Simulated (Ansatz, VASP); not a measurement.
## Two plane-wave programs on Rb

File INCAR:

```
  PREC = Accurate
  ENCUT = 520
  EDIFF = 1E-8
  ISMEAR = -1
  SIGMA = 0.03
  LREAL = False
  LASPH = True
  NELM = 100
  ALGO = Normal
  ISIF = 2
  LWAVE = False
  LCHARG = False
  GGA = PE
  LEFG = True
  NBANDS = 10
```

The input KPOINTS:

```
regular mesh
0
Gamma
  11 11 11
```

POSCAR

```
Rb
1.0
    0.0000000000      3.5757758617      3.5757758617
    3.5757758617      0.0000000000      3.5757758617
    3.5757758617      3.5757758617      0.0000000000
Rb
1
Direct
    0.0000000000      0.0000000000      0.0000000000
```

Input for Ansatz:

```yaml
crystal:
  lattice:
    - [0.0, 3.5757758617, 3.5757758617]
    - [3.5757758617, 0.0, 3.5757758617]
    - [3.5757758617, 3.5757758617, 0.0]
  atoms:
    - { symbol: Rb, position: [0.0, 0.0, 0.0] }
kpoints:
  mp_grid: { grid: [11, 11, 11] }
  band_path:
    path:
      - [0.0, 0.0, 0.0]
      - [0.5, 0.0, 0.5]
      - [0.625, 0.25, 0.625]
      - [0.375, 0.375, 0.75]
      - [0.0, 0.0, 0.0]
      - [0.5, 0.5, 0.5]
      - [0.5, 0.25, 0.75]
      - [0.5, 0.0, 0.5]
    npoints: 8
scf:
  occupations: { method: fermi_dirac, width: 0.03 }
hamiltonian:
  xc: pbe
  pseudopotentials: { kind: paw }
output:
  forces: true
  stress: true
  eigenvalues: true
  efg: { contact_densities: true }
  populations: true
  bader: true
  dos: { projected: true, de: 0.2, e_range: [-14, 8] }
```

Alike in both runs: task electric field gradients; functional PBE; k mesh 11 × 11 × 11; occupations fermi-dirac, width 0.03 eV; no spin polarisation.

```csv
,VASP,Ansatz
version,VASP 6.6.1,Ansatz 0.2.0
potentials or method,"VASP PAW PBE potentials, release 64 (Rb_sv)","PAW with Ansatz's default frozen-core files, scalar-relativistic"
plane-wave cutoff (eV),520,420
valence electrons in the cell,9,9
```

```tsv
	VASP	Ansatz	Ansatz less VASP
pressure (GPa)	0.0	0.0	0.00
```

With one functional, cell and mesh, what is left measures potentials, basis and numerics.
